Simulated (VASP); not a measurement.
MgS:

```
Mg S
1.0
     0.00000    2.60152    2.60152
     2.60152    0.00000    2.60152
     2.60152    2.60152    0.00000
Mg S
1 1
Direct
  0.00000 0.00000 0.00000
  0.50000 0.50000 0.50000
```

Base run:

```yaml
Program: VASP 6.6.1
Functional: r2SCAN
Potentials_or_basis: VASP PAW PBE potentials, release 64 (Mg, S)
Cutoff: 520 eV
k_mesh: 8 × 8 × 8
Occupations: gaussian, width 0.01 eV
Spin: no spin polarisation
```

Its results: band gap on the k mesh 3.43 eV, indirect (least direct gap 4.62 eV); pressure -0.5 GPa.

Q: The run is repeated on the same cell with these changes: functional from r2SCAN to PBE; further incar settings from ALGO = Normal; EDIFF = 1e-07; NBANDS = 11 to ALGO = Normal; EDIFF = 1e-06; NBANDS = 11. What comes out?

A: Band gap on the k mesh 2.78 eV, indirect (least direct gap 3.71 eV); pressure 0.9 GPa.

Caveats: the PAW data sets were made with another functional, which shifts forces and pressure a little (some runs).

A k mesh can miss the band edges.
